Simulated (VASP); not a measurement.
# TiC in VASP: single point with r2SCAN

Aim: the single point of TiC with r2SCAN.

Everything below comes from runs of VASP 6.6.1. Logs are shortened: lines on timing, memory, paths and dates and some standing lists are left out, and cuts for length are marked.

## Step 1: The cell of the first run

The cell holds a slab with vacuum, 8 atoms: a = 3.060 Å, b = 3.060 Å, c = 25.746 Å, α = 90.00°, β = 90.00°, γ = 120.00°.

## Step 2: Single point, r2SCAN

POSCAR reads:

```
TiC
1.0
    3.0603581490      0.0000000000      0.0000000000
   -1.5301790745      2.6503479017      0.0000000000
    0.0000000000      0.0000000000     25.7457018777
C Ti
4 4
Direct
    0.3333333333      0.6666666667      0.3301521955
    0.0000000000      0.0000000000      0.4272080838
    0.6666666667      0.3333333333      0.5242868984
    0.3333333333      0.6666666667      0.6242564461
    0.6666666667      0.3333333333      0.3786801397
    0.3333333333      0.6666666667      0.4757360279
    0.0000000000      0.0000000000      0.5707159144
    0.6666666667      0.3333333333      0.6642319748
```

INCAR.step1 reads:

```
SYSTEM = TiC
ALGO = Normal
DIPOL = 0.5 0.5 0.499
EDIFF = 1E-4
ENCUT = 520
GGA = PE
IDIPOL = 3
ISMEAR = 0
LASPH = .TRUE.
LCHARG = .FALSE.
LDIPOL = .TRUE.
LREAL = .FALSE.
LWAVE = .TRUE.
NBANDS = 42
NELM = 80
PREC = Accurate
SIGMA = 0.1
```

INCAR.step2 reads:

```
SYSTEM = TiC
ALGO = Normal
DIPOL = 0.5 0.5 0.499
EDIFF = 1E-6
ENCUT = 520
IDIPOL = 3
ISIF = 2
ISMEAR = 0
ISTART = 1
LASPH = .TRUE.
LCHARG = .FALSE.
LDIPOL = .TRUE.
LMIXTAU = .TRUE.
LREAL = .FALSE.
LWAVE = .FALSE.
METAGGA = R2SCAN
NBANDS = 42
NELM = 80
PREC = Accurate
SIGMA = 0.1
```

KPOINTS reads:

```
k-points
0
G
  12 12 1
  0 0 0
```

Potentials or basis: VASP PAW PBE potentials, release 64 (C, Ti_sv).

Run with:

```sh
$ cat potpaw_PBE.64/C/POTCAR potpaw_PBE.64/Ti_sv/POTCAR > POTCAR
$ cp INCAR.step1 INCAR
$ mpirun -np 1 vasp_std > vasp.out
$ cp INCAR.step2 INCAR
$ mpirun -np 1 vasp_std > vasp.out
```

OUTCAR:

```text
SYSTEM = TiC
   EDIFF = 1E-6
   ENCUT = 520
   ISIF = 2
   ISMEAR = 0
   ISTART = 1
   LASPH = .TRUE.
   LREAL = .FALSE.
   METAGGA = R2SCAN
   NELM = 80
   PREC = Accurate

 ion  position               nearest neighbor table
   1  0.333  0.667  0.330-   5 2.16   5 2.16   5 2.16
   2  0.000  0.000  0.427-   5 2.16   6 2.16   5 2.16   6 2.16   5 2.16   6 2.16
   3  0.667  0.333  0.524-   7 2.13   7 2.13   7 2.13   6 2.16   6 2.16   6 2.16
   4  0.333  0.667  0.624-   8 2.04   8 2.04   8 2.04   7 2.24   7 2.24   7 2.24
   5  0.667  0.333  0.379-   2 2.16   2 2.16   2 2.16   1 2.16   1 2.16   1 2.16
   6  0.333  0.667  0.476-   2 2.16   2 2.16   2 2.16   3 2.16   3 2.16   3 2.16
   7  0.000  0.000  0.571-   3 2.13   3 2.13   3 2.13   4 2.24   4 2.24   4 2.24
   8  0.667  0.333  0.664-   4 2.04   4 2.04   4 2.04

  LATTYP: Found a hexagonal cell.
 ALAT       =     3.0603581490
 C/A-ratio  =     8.4126434307

  Lattice vectors:

 A1 = (   3.0603581490,   0.0000000000,   0.0000000000)
 A2 = (  -1.5301790745,   2.6503479017,   0.0000000000)
 A3 = (   0.0000000000,   0.0000000000,  25.7457018777)

Analysis of symmetry for initial positions (statically):
=====================================================================
 Subroutine PRICEL returns:
 Original cell was already a primitive cell.

 Routine SETGRP: Setting up the symmetry group for a
 hexagonal supercell.

 Subroutine GETGRP returns: Found  6 space group operations
 (whereof  6 operations were pure point group operations)
 out of a pool of 24 trial point group operations.

The static configuration has the point symmetry C_3v.

Analysis of symmetry for dynamics (positions and initial velocities):
=====================================================================
 Subroutine PRICEL returns:
 Original cell was already a primitive cell.

 Routine SETGRP: Setting up the symmetry group for a
 hexagonal supercell.

 Subroutine GETGRP returns: Found  6 space group operations
 (whereof  6 operations were pure point group operations)
 out of a pool of 24 trial point group operations.

The dynamic configuration has the point symmetry C_3v.

 Subroutine INISYM returns: Found  6 space group operations
 (whereof  6 operations are pure point group operations),
 and found     1 'primitive' translations

----------------------------------------------------------------------------------------

                                     Primitive cell

  volume of cell :     208.8237

  direct lattice vectors                    reciprocal lattice vectors
     3.060358149  0.000000000  0.000000000     0.326759141  0.188654478  0.000000000
    -1.530179074  2.650347902  0.000000000     0.000000000  0.377308956  0.000000000
     0.000000000  0.000000000 25.745701878     0.000000000  0.000000000  0.038841435

  length of vectors
     3.060358149  3.060358149 25.745701878     0.377308956  0.377308956  0.038841435

  position of ions in fractional coordinates (direct lattice)
     0.333333333  0.666666667  0.330152195
     0.000000000  0.000000000  0.427208084
     0.666666667  0.333333333  0.524286898
     0.333333333  0.666666667  0.624256446
     0.666666667  0.333333333  0.378680140
     0.333333333  0.666666667  0.475736028
     0.000000000  0.000000000  0.570715914
     0.666666667  0.333333333  0.664231975

  ion indices of the primitive-cell ions
   primitive index   ion index
                 1           1
                 2           2
                 3           3
                 4           4
                 5           5
                 6           6
                 7           7
                 8           8

----------------------------------------------------------------------------------------

 KPOINTS: k-points

Automatic generation of k-mesh.
 Grid dimensions read from file:
 generate k-points for:   12   12    1

 Generating k-lattice:

  Cartesian coordinates                     Fractional coordinates (reciprocal lattice)
     0.027229928  0.015721207  0.000000000     0.083333333  0.000000000  0.000000000
     0.000000000  0.031442413  0.000000000     0.000000000  0.083333333  0.000000000
     0.000000000  0.000000000  0.038841435     0.000000000  0.000000000  1.000000000

  Length of vectors
     0.031442413  0.031442413  0.038841435

  Shift w.r.t. Gamma in fractional coordinates (k-lattice)
     0.000000000  0.000000000  0.000000000

 Subroutine IBZKPT returns following result:
 ===========================================

 Found     19 irreducible k-points:

 Following reciprocal coordinates:
            Coordinates               Weight
  0.000000  0.000000  0.000000      1.000000
  0.083333 -0.000000  0.000000      6.000000
  0.166667  0.000000  0.000000      6.000000
  0.250000  0.000000  0.000000      6.000000
  0.333333 -0.000000  0.000000      6.000000
  0.416667 -0.000000  0.000000      6.000000
[... 11 lines left out ...]
  0.333333  0.250000  0.000000     12.000000
  0.333333  0.333333  0.000000      2.000000
   k-points           NKPTS =     19   k-points in BZ     NKDIM =     19   number of bands    NBANDS=     42
   number of dos      NEDOS =    301   number of ions     NIONS =      8
   total plane-waves  NPLWV = 110592
   dimension x,y,z NGX =    24 NGY =   24 NGZ =  192
   dimension x,y,z NGXF=    48 NGYF=   48 NGZF=  384
   ions per type =               4   4
   NGX,Y,Z   is equivalent  to a cutoff of  13.04, 13.04, 12.40 a.u.
   NGXF,Y,Z  is equivalent  to a cutoff of  26.07, 26.07, 24.80 a.u.
 SYSTEM =  TiC
   PREC   = accura    normal or accurate (medium, high low for compatibility)
   ISTART =      1    job   : 0-new  1-cont  2-samecut
   ICHARG =      0    charge: 1-file 2-atom 10-const
   ISPIN  =      1    spin polarized calculation?
   LNONCOLLINEAR =      F non collinear calculations
   LSORBIT =      F    spin-orbit coupling
   LASPH  =      T    aspherical Exc in radial PAW
   ENCUT  =  520.0 eV  38.22 Ry    6.18 a.u.   5.69  5.69 47.87*2*pi/ulx,y,z
   NELM   =     80;   NELMIN=  2; NELMDL=  0     # of ELM steps
   EDIFF  = 0.1E-05   stopping-criterion for ELM
   LREAL  =      F    real-space projection
   EDIFFG = 0.1E-04   stopping-criterion for IOM
   NSW    =      0    number of steps for IOM
   IBRION =     -1    ionic relax: 0-MD 1-quasi-New 2-CG
   NFREE  =      0    steps in history (QN), initial steepest desc. (CG)
   ISIF   =      2    stress and relaxation
   ISYM   =      2    0-nonsym 1-usesym 2-fastsym
   POTIM  = 0.5000    time-step for ionic-motion
   TEBEG  =    0.0;   TEEND  =   0.0 temperature during run
   PSTRESS=    0.0 pullay stress
   NELECT =      64.0000    total number of electrons
   NUPDOWN=      -1.0000    fix difference up-down
   EMIN   =  10.00;   EMAX   =-10.00  energy-range for DOS
   EFERMI =   0.00;   METHOD = LEGACY
   ISMEAR =     0;   SIGMA  =   0.10  broadening in eV -4-tet -1-fermi 0-gaus
   EFERMI_NEDOS =   21; number of points for ismear=-14 and -15
   IALGO  =     38    algorithm
   IMIX   =      4    mixing-type and parameters
     AMIX     =   0.40;   BMIX     =  1.00
     AMIX_MAG =   1.60;   BMIX_MAG =  1.00
  volume/ion in A,a.u.               =      26.10       176.15
  Fermi-wavevector in a.u.,A,eV,Ry     =   1.103761  2.085805 16.575805  1.218287
  Thomas-Fermi vector in A             =   2.240223
   LORBIT       =      0    0 simple, 1 ext, 2 COOP (PROOUT), +10 PAW based schemes
   METAGGA = R2SCAN    functional components
   LHFCALC =     F    Hartree Fock is set to
   AEXX    =    0.0000 exact exchange contribution
   IVDW    =     0    specifies the selected vdW correction
   LEPSILON=     F    determine dielectric tensor
   LRPA    =     F    only Hartree local field effects (RPA)
 non-spin polarized calculation
 Gauss-broadening in eV      SIGMA  =   0.10
  energy-cutoff  :      520.00
  volume of cell :      208.82
 maximum number of plane-waves:      5654
 NGX is ok and might be reduce to    24
   NGX = 11   NGY = 11   NGZ = 95

 dipolmoment           0.000000      0.000000      0.010468 electrons x Angstroem

 number of electron      63.9999986 magnetization

 dipolmoment           0.000000      0.000000     -0.096342 electrons x Angstroem

 Free energy of the ion-electron system (eV)
  ---------------------------------------------------
  ext. energy  EPLUGINS =         0.00000000
  ---------------------------------------------------
  free energy    TOTEN  =       -93.24548306 eV

  energy without entropy =      -93.21962255  energy(sigma->0) =      -93.23255280

 E-fermi :   0.3036     XC(G=0):  -6.0865

 val. band max:        0.2910437238   @ k =   0.2500   0.0833   0.0000
 cond. band min:       0.3078164119   @ k =   0.0000   0.0000   0.0000
 fundamental gap:      0.0167726881
 Fermi energy:         0.3035719760

 k-point     1 :       0.0000    0.0000    0.0000
  band No.  band energies     occupation
      1     -58.9686      2.00000
      2     -58.8188      2.00000
      3     -58.7350      2.00000
      4     -58.2923      2.00000
      5     -34.4481      2.00000
      6     -34.1631      2.00000
[... 34 lines left out ...]
     41       3.2498      0.00000
     42       3.2691      0.00000

 k-point     2 :       0.0833   -0.0000    0.0000
  band No.  band energies     occupation
      1     -58.9650      2.00000
      2     -58.8153      2.00000
      3     -58.7319      2.00000
      4     -58.2889      2.00000
      5     -34.4407      2.00000
      6     -34.1597      2.00000
[... 754 lines left out ...]
     41       3.6837      0.00000
     42       3.8390      0.00000

 k-point    19 :       0.3333    0.3333    0.0000
  band No.  band energies     occupation
      1     -58.9067      2.00000
      2     -58.7599      2.00000
      3     -58.6834      2.00000
      4     -58.2349      2.00000
      5     -34.3369      2.00000
      6     -34.2674      2.00000
[... 34 lines left out ...]
     41       3.5575      0.00000
     42       3.9040      0.00000

------------------------ aborting loop because EDIFF is reached ----------------------------------------

 vacuum level on the upper side and lower side of the slab       (xc-potential included)        -1.293         0.800

  FORCE on cell =-STRESS in cart. coord.  units (eV):
  Direction    XX          YY          ZZ          XY          YZ          ZX
  --------------------------------------------------------------------------------------
  -------------------------------------------------------------------------------------
  Total       -0.0753036     -0.0753036     -1.1876138      0.0000000      0.0000000     -0.0000000
  in kB       -0.5777589     -0.5777589     -9.1118369      0.0000000      0.0000000     -0.0000000
  external PRESSURE =      -3.4224516 kB  Pullay stress =       0.0000000 kB

 VOLUME and BASIS-vectors are now :
 -----------------------------------------------------------------------------
  energy-cutoff  :      520.00
  volume of cell :      208.82
      direct lattice vectors                 reciprocal lattice vectors
     3.060358149  0.000000000  0.000000000     0.326759141  0.188654478  0.000000000
    -1.530179074  2.650347902  0.000000000     0.000000000  0.377308956  0.000000000
     0.000000000  0.000000000 25.745701878     0.000000000  0.000000000  0.038841435

 POSITION                                       TOTAL-FORCE (eV/Angst)
 -----------------------------------------------------------------------------------
     -0.00000      1.76690      8.50000        -0.000000      0.000000      1.074170
      0.00000      0.00000     10.99877        -0.000000      0.000000     -0.383304
      1.53018      0.88345     13.49813         0.000000     -0.000000     -0.005730
     -0.00000      1.76690     16.07192        -0.000000      0.000000     -0.056432
      1.53018      0.88345      9.74939         0.000000      0.000000     -0.835638
     -0.00000      1.76690     12.24816        -0.000000      0.000000      0.080898
      0.00000      0.00000     14.69348        -0.000000      0.000000      0.017279
      1.53018      0.88345     17.10112         0.000000     -0.000000      0.108757
 -----------------------------------------------------------------------------------
    total drift:                               -0.000001      0.000000     -0.000208

  FREE ENERGIE OF THE ION-ELECTRON SYSTEM (eV)
  ---------------------------------------------------
  free  energy   TOTEN  =       -93.2454830629 eV

  energy  without entropy=      -93.2196225466  energy(sigma->0) =      -93.23255280

 vacuum level on the upper side and lower side of the slab         4.850         6.981
```

Run time: 6 min. Hardware: 1 thread of Intel Xeon 6975P-C (Granite Rapids), shared host; peak memory 0.43 GiB.

What came out:

```
Free energy            : -93.2455 eV
Largest force          : 1.074 eV/Å
Band gap on the k mesh : zero (bands 32 and 33 overlap by 0.64 eV)
```

Forces on the atoms (eV/Å):
```
C    0.000  0.000  1.074
C    0.000  0.000 -0.383
C    0.000  0.000 -0.006
C    0.000  0.000 -0.056
Ti   0.000  0.000 -0.836
Ti   0.000  0.000  0.081
Ti   0.000  0.000  0.017
Ti   0.000  0.000  0.109
```

Caveat: the PAW data sets were made with another functional, which shifts forces and pressure a little.
